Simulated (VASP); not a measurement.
# ZnS (P6/mmm) in VASP: a series of runs

The runs below take ZnS through single point, relaxation of cell and atoms, with PBE.

All numbers are computed with VASP 6.6.1; they aren't measurements. Logs are shortened: lines on timing, memory, paths and dates and some standing lists are left out, and cuts for length are marked.

## 1. The cell of the first run

It takes space group P6/mmm (No. 191, hexagonal). Conventional cell: a = 2.618 Å, b = 2.618 Å, c = 5.671 Å, α = 90.00°, β = 90.00°, γ = 120.00°. Zn (site symmetry 6/mmm) has 6 Zn at 2.62 Å and 2 S at 2.84 Å within 3.5 Å. S (site symmetry 6/mmm) has 6 S at 2.62 Å and 2 Zn at 2.84 Å within 3.5 Å.

## 2. Single point, PBE

File INCAR:

```
PREC = Accurate
ENCUT = 520
EDIFF = 1E-6
ISMEAR = 0
SIGMA = 0.1
LREAL = F
LASPH = T
NELM = 60
ALGO = Normal
ISIF = 2
LWAVE = F
LCHARG = F
GGA = PE
NBANDS = 16
```

File KPOINTS:

```
regular mesh
0
Gamma
  6 6 4
```

File POSCAR:

```
ZnS
1.0
    2.6175778921      0.0000000000      0.0000000000
   -1.3087889461      2.2668889509      0.0000000000
    0.0000000000      0.0000000000      5.6711160716
Zn S
1 1
Direct
    0.0000000000      0.0000000000      0.5000000000
    0.0000000000      0.0000000000      0.0000000000
```

Potentials or basis: VASP PAW PBE potentials, release 64 (Zn, S).

Started as:

```bash
cat potpaw_PBE.64/Zn/POTCAR potpaw_PBE.64/S/POTCAR > POTCAR
mpirun -np 1 vasp_std > vasp.out
```

OUTCAR:

```text
PREC = Accurate
   ENCUT = 520
   EDIFF = 1E-6
   ISMEAR = 0
   LREAL = F
   LASPH = T
   NELM = 60
   ISIF = 2
   GGA = PE

 ion  position               nearest neighbor table
   1  0.000  0.000  0.500-   2 2.84   2 2.84
   2  0.000  0.000  0.000-   1 2.84   1 2.84

  LATTYP: Found a hexagonal cell.
 ALAT       =     2.6175778921
 C/A-ratio  =     2.1665510275

  Lattice vectors:

 A1 = (   2.6175778921,   0.0000000000,   0.0000000000)
 A2 = (  -1.3087889461,   2.2668889509,   0.0000000000)
 A3 = (   0.0000000000,   0.0000000000,   5.6711160716)

Analysis of symmetry for initial positions (statically):
=====================================================================
 Subroutine PRICEL returns:
 Original cell was already a primitive cell.

 Routine SETGRP: Setting up the symmetry group for a
 hexagonal supercell.

 Subroutine GETGRP returns: Found 24 space group operations
 (whereof 24 operations were pure point group operations)
 out of a pool of 24 trial point group operations.

The static configuration has the point symmetry D_6h.

Analysis of symmetry for dynamics (positions and initial velocities):
=====================================================================
 Subroutine PRICEL returns:
 Original cell was already a primitive cell.

 Routine SETGRP: Setting up the symmetry group for a
 hexagonal supercell.

 Subroutine GETGRP returns: Found 24 space group operations
 (whereof 24 operations were pure point group operations)
 out of a pool of 24 trial point group operations.

The dynamic configuration has the point symmetry D_6h.

 Subroutine INISYM returns: Found 24 space group operations
 (whereof 24 operations are pure point group operations),
 and found     1 'primitive' translations

----------------------------------------------------------------------------------------

                                     Primitive cell

  volume of cell :      33.6510

  direct lattice vectors                    reciprocal lattice vectors
     2.617577892  0.000000000  0.000000000     0.382032566  0.220566605  0.000000000
    -1.308788946  2.266888951  0.000000000     0.000000000  0.441133210  0.000000000
     0.000000000  0.000000000  5.671116072     0.000000000  0.000000000  0.176332134

[... 74 lines left out ...]
   LNONCOLLINEAR =      F non collinear calculations
   LSORBIT =      F    spin-orbit coupling
   LASPH  =      T    aspherical Exc in radial PAW
   ENCUT  =  520.0 eV  38.22 Ry    6.18 a.u.   4.87  4.87 10.54*2*pi/ulx,y,z
   NELM   =     60;   NELMIN=  2; NELMDL= -5     # of ELM steps
   EDIFF  = 0.1E-05   stopping-criterion for ELM
   LREAL  =      F    real-space projection
   EDIFFG = 0.1E-04   stopping-criterion for IOM
   NSW    =      0    number of steps for IOM
   IBRION =     -1    ionic relax: 0-MD 1-quasi-New 2-CG
   NFREE  =      0    steps in history (QN), initial steepest desc. (CG)
   ISIF   =      2    stress and relaxation
   ISYM   =      2    0-nonsym 1-usesym 2-fastsym
   POTIM  = 0.5000    time-step for ionic-motion
   TEBEG  =    0.0;   TEEND  =   0.0 temperature during run
   PSTRESS=    0.0 pullay stress
   NELECT =      18.0000    total number of electrons
   NUPDOWN=      -1.0000    fix difference up-down
   EMIN   =  10.00;   EMAX   =-10.00  energy-range for DOS
   EFERMI =   0.00;   METHOD = LEGACY
   ISMEAR =     0;   SIGMA  =   0.10  broadening in eV -4-tet -1-fermi 0-gaus
   EFERMI_NEDOS =   21; number of points for ismear=-14 and -15
   IALGO  =     38    algorithm
   IMIX   =      4    mixing-type and parameters
     AMIX     =   0.40;   BMIX     =  1.00
     AMIX_MAG =   1.60;   BMIX_MAG =  1.00
  volume/ion in A,a.u.               =      16.83       113.54
  Fermi-wavevector in a.u.,A,eV,Ry     =   1.328922  2.511299 24.028352  1.766034
  Thomas-Fermi vector in A             =   2.458123
   LORBIT       =      0    0 simple, 1 ext, 2 COOP (PROOUT), +10 PAW based schemes
   GGA     = PE    functional components
   LHFCALC =     F    Hartree Fock is set to
   AEXX    =    0.0000 exact exchange contribution
   IVDW    =     0    specifies the selected vdW correction
   LEPSILON=     F    determine dielectric tensor
   LRPA    =     F    only Hartree local field effects (RPA)
 non-spin polarized calculation
 Gauss-broadening in eV      SIGMA  =   0.10
  energy-cutoff  :      520.00
  volume of cell :       33.65
 maximum number of plane-waves:       924
 NGX is ok and might be reduce to    20
   NGX =  9   NGY =  9   NGZ = 21

 number of electron      17.9999989 magnetization

 Free energy of the ion-electron system (eV)
  ---------------------------------------------------
  ext. energy  EPLUGINS =         0.00000000
  ---------------------------------------------------
  free energy    TOTEN  =        -4.61240279 eV

  energy without entropy =       -4.60458997  energy(sigma->0) =       -4.60849638

 E-fermi :   4.3256     XC(G=0): -10.8150

 val. band max:        4.2727340503   @ k =   0.3333   0.1667   0.2500
 cond. band min:       4.3983838093   @ k =   0.5000   0.0000   0.0000
 fundamental gap:      0.1256497590
 Fermi energy:         4.3256054272

 k-point     1 :       0.0000    0.0000    0.0000
  band No.  band energies     occupation
      1     -12.0211      2.00000
      2      -3.6389      2.00000
      3      -2.4178      2.00000
      4      -2.4178      2.00000
      5      -1.8946      2.00000
      6      -1.8946      2.00000
[... 376 lines left out ...]
      3      -2.4444      2.00000
      4      -2.3915      2.00000
      5      -2.3915      2.00000
      6      -2.1418      2.00000
[... 8 lines left out ...]
     15      13.8465      0.00000
     16      16.4065      0.00000

------------------------ aborting loop because EDIFF is reached ----------------------------------------

  FORCE on cell =-STRESS in cart. coord.  units (eV):
  Direction    XX          YY          ZZ          XY          YZ          ZX
  --------------------------------------------------------------------------------------
  -------------------------------------------------------------------------------------
  Total        0.0340567      0.0340567     -0.0290089     -0.0000000     -0.0000000      0.0000000
  in kB        1.6214926      1.6214926     -1.3811575     -0.0000000     -0.0000000      0.0000000
  external PRESSURE =       0.6206092 kB  Pullay stress =       0.0000000 kB

 VOLUME and BASIS-vectors are now :
 -----------------------------------------------------------------------------
  energy-cutoff  :      520.00
  volume of cell :       33.65
      direct lattice vectors                 reciprocal lattice vectors
     2.617577892  0.000000000  0.000000000     0.382032566  0.220566605  0.000000000
    -1.308788946  2.266888951  0.000000000     0.000000000  0.441133210  0.000000000
     0.000000000  0.000000000  5.671116072     0.000000000  0.000000000  0.176332134

 POSITION                                       TOTAL-FORCE (eV/Angst)
 -----------------------------------------------------------------------------------
      0.00000      0.00000      2.83556        -0.000000      0.000000      0.000000
      0.00000      0.00000      0.00000         0.000000      0.000000      0.000000
 -----------------------------------------------------------------------------------
    total drift:                               -0.000000      0.000000      0.000000

  FREE ENERGIE OF THE ION-ELECTRON SYSTEM (eV)
  ---------------------------------------------------
  free  energy   TOTEN  =        -4.6124027907 eV

  energy  without entropy=       -4.6045899731  energy(sigma->0) =       -4.60849638
```

OSZICAR:

```text
N       E                     dE             d eps       ncg     rms          rms(c)
DAV:   1     0.755429160669E+02    0.75543E+02   -0.87174E+03   672   0.135E+03
DAV:   2    -0.624682787603E+00   -0.76168E+02   -0.71040E+02   776   0.250E+02
DAV:   3    -0.469112413330E+01   -0.40664E+01   -0.40312E+01   864   0.530E+01
DAV:   4    -0.472295462790E+01   -0.31830E-01   -0.31825E-01   848   0.501E+00
DAV:   5    -0.472326395157E+01   -0.30932E-03   -0.30932E-03   824   0.467E-01    0.859E+00
DAV:   6    -0.462332220340E+01    0.99942E-01   -0.34637E-01   912   0.156E+01    0.532E+00
DAV:   7    -0.461342874228E+01    0.98935E-02   -0.49643E-02   824   0.357E+00    0.133E+00
DAV:   8    -0.461241368487E+01    0.10151E-02   -0.86677E-03   888   0.163E+00    0.984E-02
DAV:   9    -0.461240341849E+01    0.10266E-04   -0.57694E-04   752   0.196E-01    0.446E-02
DAV:  10    -0.461240093482E+01    0.24837E-05   -0.59962E-05   904   0.613E-02    0.128E-02
DAV:  11    -0.461240260357E+01   -0.16687E-05   -0.52150E-06   864   0.259E-02    0.433E-03
DAV:  12    -0.461240279065E+01   -0.18709E-06   -0.65525E-07   472   0.705E-03
   1 F= -.46124028E+01 E0= -.46084964E+01  d E =-.781282E-02
```

stdout:

```text
POSCAR found type information on POSCAR ZnS
 POSCAR found :  2 types and       2 ions
 scaLAPACK will be used
 LDA part: xc-table for (Slater+PW92), standard interpolation
 POSCAR, INCAR and KPOINTS ok, starting setup
 FFT: planning ... GRIDC
 FFT: planning ... GRID_SOFT
 FFT: planning ... GRID
 WAVECAR not read
 entering main loop
```

It took 9.4 s on 1 thread of AMD EPYC 9R45 (Zen 5), shared host; peak memory 0.11 GiB.

Results:

- Free energy: -4.6124 eV
- Pressure: 0.1 GPa
- Band gap on the k mesh: zero (band 9 reaches 8.42 eV, above the bottom of band 10 at 3.53 eV)

Caveat: the k points lie up to 0.46 Å⁻¹ apart.

## 3. Single point, PBE

This run uses another cell than the first one, of 23.42 Å³/atom, 1.392 times its volume.

File INCAR:

```
SYSTEM = ZnS
PREC = Accurate
ENCUT = 520
EDIFF = 1E-7
ISMEAR = 0
SIGMA = 0.1
LREAL = .False.
LASPH = .True.
NELM = 100
ALGO = Normal
ISIF = 2
LWAVE = .False.
LCHARG = .False.
GGA = PE
NBANDS = 16
```

File KPOINTS:

```
Automatic mesh
0
Gamma
  6 6 4
  0 0 0
```

File POSCAR:

```
ZnS
1.0
    3.3234615200      0.0000000000      0.0000000000
   -1.6617307600      2.8782021100      0.0000000000
    0.0000000000      0.0000000000      4.8966809400
Zn S
1 1
Direct
    0.0000000000      0.0000000000      0.5000000000
    0.0000000000      0.0000000000      0.0000000000
```

Potentials or basis: VASP PAW PBE potentials, release 64 (Zn, S).

Started as:

```bash
cat potpaw_PBE.64/Zn/POTCAR potpaw_PBE.64/S/POTCAR > POTCAR
mpirun -np 1 vasp_std > vasp.out
```

Run time: 17 s. Hardware: 1 thread of AMD EPYC 9R45 (Zen 5), shared host; peak memory 0.13 GiB.

Results (log left out):

| Item | Value |
| --- | --- |
| Free energy | -4.1112 eV |
| Pressure | -5.5 GPa |
| Band gap on the k mesh | zero (band 9 reaches 2.63 eV, above the bottom of band 10 at 1.36 eV) |

Stress tensor (GPa, compression positive):
```
 -2.30   0.00   0.00
  0.00  -2.30   0.00
  0.00   0.00 -11.90
```

Levels at points of the mesh, in eV from the Fermi level:
```tsv
k point	band 5	band 6	band 7	band 8	band 9	band 10	band 11	band 12	band 13	band 14
(0.00, 0.00, 0.00)	-6.88	-6.88	-4.18	-3.63	0.79	0.79	8.15	9.22	11.32	11.32
(0.50, 0.00, 0.00)	-6.85	-6.67	-3.86	-2.92	-0.23	-0.04	1.74	6.17	7.23	8.49
(0.00, 0.00, 0.50)	-6.90	-6.90	-6.56	0.95	0.95	1.78	4.46	8.15	9.73	9.73
(0.50, 0.00, 0.50)	-6.93	-6.85	-3.85	-3.22	-0.06	-0.01	4.04	6.88	6.94	7.70
```

Caveat: the k points lie up to 0.36 Å⁻¹ apart.

(Part 1 of 2 ends here.)
